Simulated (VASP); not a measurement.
# ScGa3 in VASP: a series of runs

The runs below take ScGa3 through single point, with PBE.

All numbers are computed with VASP 6.6.1; they aren't measurements. Logs are shortened: lines on timing, memory, paths and dates and some standing lists are left out, and cuts for length are marked.

### Step 1. The cell of the first run

The cell holds a disordered packing, 4 atoms: a = 3.833 Å, b = 4.466 Å, c = 4.732 Å, α = 101.26°, β = 94.79°, γ = 84.99°.

### Step 2. Single point, PBE

The input, INCAR:

```
PREC     = Accurate       # precision mode
ENCUT    = 400            # plane-wave cutoff, eV
EDIFF    = 1E-6           # SCF threshold, eV
ISMEAR   = 0              # smearing method
SIGMA    = 0.1            # smearing width, eV
LREAL    = F              # projectors in reciprocal space
LASPH    = T              # aspherical terms in the spheres
NELM     = 120            # most SCF steps
ALGO     = Normal         # electronic algorithm
ISIF     = 2              # what is computed and relaxed
LWAVE    = F              # write WAVECAR
LCHARG   = F              # write CHGCAR
GGA      = PE             # functional
NBANDS   = 33             # bands
GGA_COMPAT= F
```

The input, KPOINTS:

```
Automatic mesh
0
Gamma
  4 3 3
```

The input, POSCAR:

```
ScGa3
1.0
    3.7666310000      0.6452790000     -0.2920480000
   -0.3833150000      4.4425840000     -0.2419170000
    0.0755910000     -0.6672110000      4.6838310000
Sc Ga
1 3
Direct
    0.5379894458      0.8718745839      0.9141416557
    0.7071279616      0.3431438143      0.3769902520
    0.0726360617      0.3637871175      0.8741228077
    0.1325485749      0.7371331938      0.3625119260
```

Potentials or basis: VASP PAW PBE potentials, release 64 (Sc_sv, Ga_d).

Launch:

```console
> cat potpaw_PBE.64/Sc_sv/POTCAR potpaw_PBE.64/Ga_d/POTCAR > POTCAR
> mpirun -np 1 vasp_std > vasp.out
```

OUTCAR:

```text
PREC = Accurate
   ENCUT = 400
   EDIFF = 1E-6
   ISMEAR = 0
   LREAL = F
   LASPH = T
   NELM = 120
   ISIF = 2
   GGA = PE

 ion  position               nearest neighbor table
   1  0.538  0.872  0.914-   3 2.73   2 2.80   4 2.91   3 2.91   4 2.91   3 2.97   4 3.08   3 3.17

   2  0.707  0.343  0.377-   4 2.51   3 2.63   4 2.70   1 2.80   3 2.88
   3  0.073  0.364  0.874-   4 2.58   2 2.63   1 2.73   2 2.88   1 2.91   1 2.97   1 3.17
   4  0.133  0.737  0.363-   2 2.51   3 2.58   2 2.70   1 2.91   1 2.91   1 3.08

  LATTYP: Found a triclinic cell.
 ALAT       =     4.7317182243
 B/A-ratio  =     1.2337377699
 C/A-ratio  =     0.8099906252
 COS(alpha) =     0.0009013178
 COS(beta)  =     0.0834693514
 COS(gamma) =     0.6611654530

  Lattice vectors:

 A1 = (   0.0755910000,  -0.6672110000,   4.6838310000)
 A2 = (  -0.3077240000,   3.7753730000,   4.4419140000)
 A3 = (  -3.7666310000,  -0.6452790000,   0.2920480000)

Analysis of symmetry for initial positions (statically):
=====================================================================
 Subroutine PRICEL returns:
 Original cell was already a primitive cell.

 Routine SETGRP: Setting up the symmetry group for a
 triclinic supercell.

 Subroutine GETGRP returns: Found  1 space group operations
 (whereof  1 operations were pure point group operations)
 out of a pool of  2 trial point group operations.

The static configuration has the point symmetry C_1 .

Analysis of symmetry for dynamics (positions and initial velocities):
=====================================================================
 Subroutine PRICEL returns:
 Original cell was already a primitive cell.

 Routine SETGRP: Setting up the symmetry group for a
 triclinic supercell.

 Subroutine GETGRP returns: Found  1 space group operations
 (whereof  1 operations were pure point group operations)
 out of a pool of  2 trial point group operations.

The dynamic configuration has the point symmetry C_1 .

 Subroutine INISYM returns: Found  1 space group operations
 (whereof  1 operations are pure point group operations),
 and found     1 'primitive' translations

----------------------------------------------------------------------------------------

                                     Primitive cell

  volume of cell :      78.9394

  direct lattice vectors                    reciprocal lattice vectors
     3.766631000  0.645279000 -0.292048000     0.261553933  0.022512162 -0.001014290
    -0.383315000  4.442584000 -0.241917000    -0.035818884  0.223770965  0.032454210
     0.075591000 -0.667211000  4.683831000     0.014458486  0.012961320  0.215113441

  length of vectors
     3.832647403  4.465647413  4.731718224     0.262522925  0.228931678  0.215988046

  position of ions in fractional coordinates (direct lattice)
     0.537989446  0.871874584  0.914141656
     0.707127962  0.343143814  0.376990252
     0.072636062  0.363787118  0.874122808
     0.132548575  0.737133194  0.362511926

  ion indices of the primitive-cell ions
   primitive index   ion index
                 1           1
                 2           2
                 3           3
                 4           4

----------------------------------------------------------------------------------------

 KPOINTS: Automatic mesh

Automatic generation of k-mesh.
 Grid dimensions read from file:
 generate k-points for:    4    3    3

 Generating k-lattice:

  Cartesian coordinates                     Fractional coordinates (reciprocal lattice)
     0.065388483  0.005628041 -0.000253572     0.250000000  0.000000000 -0.000000000
    -0.011939628  0.074590322  0.010818070     0.000000000  0.333333333 -0.000000000
     0.004819495  0.004320440  0.071704480     0.000000000  0.000000000  0.333333333

  Length of vectors
     0.065630731  0.076310559  0.071996015

  Shift w.r.t. Gamma in fractional coordinates (k-lattice)
     0.000000000  0.000000000  0.000000000

 Subroutine IBZKPT returns following result:
 ===========================================

 Found     19 irreducible k-points:

 Following reciprocal coordinates:
            Coordinates               Weight
  0.000000  0.000000  0.000000      1.000000
  0.250000  0.000000  0.000000      2.000000
  0.500000  0.000000  0.000000      1.000000
  0.000000  0.333333  0.000000      2.000000
  0.250000  0.333333 -0.000000      2.000000
  0.500000  0.333333  0.000000      2.000000
[... 11 lines left out ...]
  0.500000 -0.333333  0.333333      2.000000
 -0.250000 -0.333333  0.333333      2.000000
   k-points           NKPTS =     19   k-points in BZ     NKDIM =     19   number of bands    NBANDS=     33
   number of dos      NEDOS =    301   number of ions     NIONS =      4
   total plane-waves  NPLWV =  26880
   dimension x,y,z NGX =    28 NGY =   30 NGZ =   32
   dimension x,y,z NGXF=    56 NGYF=   60 NGZF=   64
   ions per type =               1   3
   NGX,Y,Z   is equivalent  to a cutoff of  12.15, 11.17, 11.24 a.u.
   NGXF,Y,Z  is equivalent  to a cutoff of  24.29, 22.34, 22.49 a.u.
 SYSTEM =  unknown system
   PREC   = accura    normal or accurate (medium, high low for compatibility)
   ISTART =      0    job   : 0-new  1-cont  2-samecut
   ICHARG =      2    charge: 1-file 2-atom 10-const
   ISPIN  =      1    spin polarized calculation?
   LNONCOLLINEAR =      F non collinear calculations
   LSORBIT =      F    spin-orbit coupling
   LASPH  =      T    aspherical Exc in radial PAW
   ENCUT  =  400.0 eV  29.40 Ry    5.42 a.u.   6.25  7.28  7.72*2*pi/ulx,y,z
   NELM   =    120;   NELMIN=  2; NELMDL= -5     # of ELM steps
   EDIFF  = 0.1E-05   stopping-criterion for ELM
   LREAL  =      F    real-space projection
   EDIFFG = 0.1E-04   stopping-criterion for IOM
   NSW    =      0    number of steps for IOM
   IBRION =     -1    ionic relax: 0-MD 1-quasi-New 2-CG
   NFREE  =      0    steps in history (QN), initial steepest desc. (CG)
   ISIF   =      2    stress and relaxation
   ISYM   =      2    0-nonsym 1-usesym 2-fastsym
   POTIM  = 0.5000    time-step for ionic-motion
   TEBEG  =    0.0;   TEEND  =   0.0 temperature during run
   PSTRESS=    0.0 pullay stress
   NELECT =      50.0000    total number of electrons
   NUPDOWN=      -1.0000    fix difference up-down
   EMIN   =  10.00;   EMAX   =-10.00  energy-range for DOS
   EFERMI =   0.00;   METHOD = LEGACY
   ISMEAR =     0;   SIGMA  =   0.10  broadening in eV -4-tet -1-fermi 0-gaus
   EFERMI_NEDOS =   21; number of points for ismear=-14 and -15
   IALGO  =     38    algorithm
   IMIX   =      4    mixing-type and parameters
     AMIX     =   0.40;   BMIX     =  1.00
     AMIX_MAG =   1.60;   BMIX_MAG =  1.00
  volume/ion in A,a.u.               =      19.73       133.18
  Fermi-wavevector in a.u.,A,eV,Ry     =   1.405941  2.656842 26.894211  1.976669
  Thomas-Fermi vector in A             =   2.528351
   LORBIT       =      0    0 simple, 1 ext, 2 COOP (PROOUT), +10 PAW based schemes
   GGA     = PE    functional components
   LHFCALC =     F    Hartree Fock is set to
   AEXX    =    0.0000 exact exchange contribution
   IVDW    =     0    specifies the selected vdW correction
   LEPSILON=     F    determine dielectric tensor
   LRPA    =     F    only Hartree local field effects (RPA)
 non-spin polarized calculation
 Gauss-broadening in eV      SIGMA  =   0.10
  energy-cutoff  :      400.00
  volume of cell :       78.94
 maximum number of plane-waves:      1445
 NGX is ok and might be reduce to    28
   NGX = 13   NGY = 15   NGZ = 15

 number of electron      50.0000018 magnetization

 Free energy of the ion-electron system (eV)
  ---------------------------------------------------
  ext. energy  EPLUGINS =         0.00000000
  ---------------------------------------------------
  free energy    TOTEN  =       -15.87599954 eV

  energy without entropy =      -15.86659771  energy(sigma->0) =      -15.87129863

 E-fermi :   5.1049     XC(G=0): -10.7388

 val. band max:        4.9577501091   @ k =  -0.2500  -0.0000   0.3333
 cond. band min:       5.1071494914   @ k =   0.0000   0.3333   0.0000
 fundamental gap:      0.1493993823
 Fermi energy:         5.1048819874

 k-point     1 :       0.0000    0.0000    0.0000
  band No.  band energies     occupation
      1     -44.6741      2.00000
      2     -23.4012      2.00000
      3     -23.2885      2.00000
      4     -23.2507      2.00000
      5      -9.9324      2.00000
      6      -9.8631      2.00000
[... 25 lines left out ...]
     32       8.3720      0.00000
     33      10.5260      0.00000

 k-point     2 :       0.2500    0.0000    0.0000
  band No.  band energies     occupation
      1     -44.6728      2.00000
      2     -23.4036      2.00000
      3     -23.2889      2.00000
      4     -23.2674      2.00000
      5      -9.9015      2.00000
      6      -9.8414      2.00000
[... 25 lines left out ...]
     32       9.4545      0.00000
     33      10.4826      0.00000

 k-point     3 :       0.5000    0.0000    0.0000
  band No.  band energies     occupation
      1     -44.6715      2.00000
      2     -23.4075      2.00000
      3     -23.2949      2.00000
      4     -23.2768      2.00000
      5      -9.8556      2.00000
      6      -9.8259      2.00000
[... 25 lines left out ...]
     32       8.7534      0.00000
     33       9.8375      0.00000

 k-point     4 :       0.0000    0.3333    0.0000
  band No.  band energies     occupation
      1     -44.6738      2.00000
      2     -23.4027      2.00000
      3     -23.2942      2.00000
      4     -23.2520      2.00000
      5      -9.9084      2.00000
      6      -9.8367      2.00000
[... 493 lines left out ...]
     32      10.0482      0.00000
     33      11.5916      0.00000

 k-point    18 :       0.5000   -0.3333    0.3333
  band No.  band energies     occupation
      1     -44.6713      2.00000
      2     -23.4103      2.00000
      3     -23.2953      2.00000
      4     -23.2786      2.00000
      5      -9.8790      2.00000
      6      -9.8469      2.00000
[... 25 lines left out ...]
     32       8.6105      0.00000
     33      10.0342      0.00000

 k-point    19 :      -0.2500   -0.3333    0.3333
  band No.  band energies     occupation
      1     -44.6725      2.00000
      2     -23.4072      2.00000
      3     -23.2924      2.00000
      4     -23.2671      2.00000
      5      -9.8919      2.00000
      6      -9.8563      2.00000
[... 25 lines left out ...]
     32       9.4523      0.00000
     33      10.1740      0.00000

------------------------ aborting loop because EDIFF is reached ----------------------------------------

  FORCE on cell =-STRESS in cart. coord.  units (eV):
  Direction    XX          YY          ZZ          XY          YZ          ZX
  --------------------------------------------------------------------------------------
  -------------------------------------------------------------------------------------
  Total       -0.1056065      1.4336345     -1.7986415     -0.0036629      1.3542419      0.2967959
  in kB       -2.1434218     29.0974798    -36.5057723     -0.0743442     27.4861031      6.0238598
  external PRESSURE =      -3.1839048 kB  Pullay stress =       0.0000000 kB

 VOLUME and BASIS-vectors are now :
 -----------------------------------------------------------------------------
  energy-cutoff  :      400.00
  volume of cell :       78.94
      direct lattice vectors                 reciprocal lattice vectors
     3.766631000  0.645279000 -0.292048000     0.261553933  0.022512162 -0.001014290
    -0.383315000  4.442584000 -0.241917000    -0.035818884  0.223770965  0.032454210
     0.075591000 -0.667211000  4.683831000     0.014458486  0.012961320  0.215113441

 POSITION                                       TOTAL-FORCE (eV/Angst)
 -----------------------------------------------------------------------------------
      1.76131      3.61060      3.91364         0.753143     -0.227785     -0.515012
      2.56046      1.72921      1.47623        -0.491044     -0.602970      0.150294
      0.20022      1.07980      3.98502        -0.111366     -0.214394     -0.199768
      0.24411      3.11843      1.48091        -0.150733      1.045149      0.564486
 -----------------------------------------------------------------------------------
    total drift:                               -0.000869      0.000765     -0.000295

  FREE ENERGIE OF THE ION-ELECTRON SYSTEM (eV)
  ---------------------------------------------------
  free  energy   TOTEN  =       -15.8759995446 eV

  energy  without entropy=      -15.8665977128  energy(sigma->0) =      -15.87129863
```

Wall time 34 s (1 thread of Intel Xeon Platinum 8375C at 2.90GHz (Ice Lake), shared host); peak memory 0.18 GiB.

Results:

- Free energy: -15.8760 eV
- Pressure: -0.3 GPa
- Largest force: 1.197 eV/Å
- Band gap on the k mesh: zero (bands 25 and 26 overlap by 1.78 eV)

Forces in eV/Å, atoms in the order of the input:
```
Sc   0.753 -0.228 -0.515
Ga  -0.491 -0.603  0.150
Ga  -0.111 -0.214 -0.200
Ga  -0.151  1.045  0.564
```

Stress tensor (GPa, compression positive):
```
-0.21 -0.01  0.60
-0.01  2.91  2.75
 0.60  2.75 -3.65
```

Levels at points of the mesh, in eV from the Fermi level:
| k point | band 21 | band 22 | band 23 | band 24 | band 25 | band 26 | band 27 | band 28 | band 29 | band 30 |
| --- | --- | --- | --- | --- | --- | --- | --- | --- | --- | --- |
| (0.00, 0.00, 0.00) | -3.94 | -2.95 | -2.18 | -1.59 | -0.31 | 0.91 | 1.30 | 1.61 | 2.01 | 2.74 |
| (0.50, 0.00, 0.00) | -6.74 | -2.40 | -1.81 | -1.37 | -0.85 | 0.09 | 1.10 | 1.56 | 2.07 | 2.17 |

Caveat: the k points lie up to 0.48 Å⁻¹ apart, too coarse for converged energies and pressures of a metal.

### Step 3. Single point, PBE

The input, INCAR:

```
SYSTEM = ScGa3
  PREC = Accurate
  ENCUT = 400
  EDIFF = 1E-6
  ISMEAR = 0
  SIGMA = 0.1
  LREAL = .FALSE.
  LASPH = .TRUE.
  NELM = 120
  ALGO = Normal
  ISIF = 2
  LWAVE = .FALSE.
  LCHARG = .FALSE.
  GGA = PE
  NBANDS = 33
  GGA_COMPAT = .FALSE.
```

The input, KPOINTS:

```
regular mesh
0
G
  4 3 3
  0 0 0
```

The input, POSCAR:

```
ScGa3
1.0
    3.7666310000      0.6452790000     -0.2920480000
   -0.3833150000      4.4425840000     -0.2419170000
    0.0755910000     -0.6672110000      4.6838310000
Sc Ga
1 3
Direct
    0.5558624663      0.8821211631      0.9060533198
    0.7035361464      0.3388433250      0.3700793827
    0.0705763384      0.3516989940      0.8814868948
    0.1266760785      0.7469148400      0.3672741166
```

Potentials or basis: VASP PAW PBE potentials, release 64 (Sc_sv, Ga_d).

Launch:

```console
> cat potpaw_PBE.64/Sc_sv/POTCAR potpaw_PBE.64/Ga_d/POTCAR > POTCAR
> mpirun -np 1 vasp_std > vasp.out
```

Run time: 30 s. Hardware: 1 thread of Intel Xeon Platinum 8375C at 2.90GHz (Ice Lake), shared host; peak memory 0.17 GiB.

Results (log left out):

| Item | Value |
| --- | --- |
| Free energy | -15.9571 eV |
| Pressure | -0.9 GPa |
| Largest force | 1.224 eV/Å |
| Band gap on the k mesh | zero (bands 25 and 26 overlap by 1.92 eV) |

Forces in eV/Å, atoms in the order of the input:
```
Sc   0.695 -0.824 -0.579
Ga  -0.467 -0.318  0.428
Ga  -0.172  0.239 -0.246
Ga  -0.056  0.904  0.397
```

Stress tensor (GPa, compression positive):
```
-0.92 -0.72  0.67
-0.72  2.60  3.03
 0.67  3.03 -4.32
```

Levels at points of the mesh, in eV from the Fermi level:
```
           k point  band 22  band 23  band 24  band 25  band 26  band 27  band 28  band 29
(0.00, 0.00, 0.00)    -2.74    -2.23    -1.62    -0.07     0.84     1.49     1.67     2.02
(0.50, 0.00, 0.00)    -2.33    -1.79    -1.28    -0.85     0.25     1.01     1.59     2.13
```

Caveat: the k points lie up to 0.48 Å⁻¹ apart, too coarse for converged energies and pressures of a metal.

(Continued in part 2 of 2.)

The gap in the log of VASP goes by the Fermi energy; the results here count the filled bands.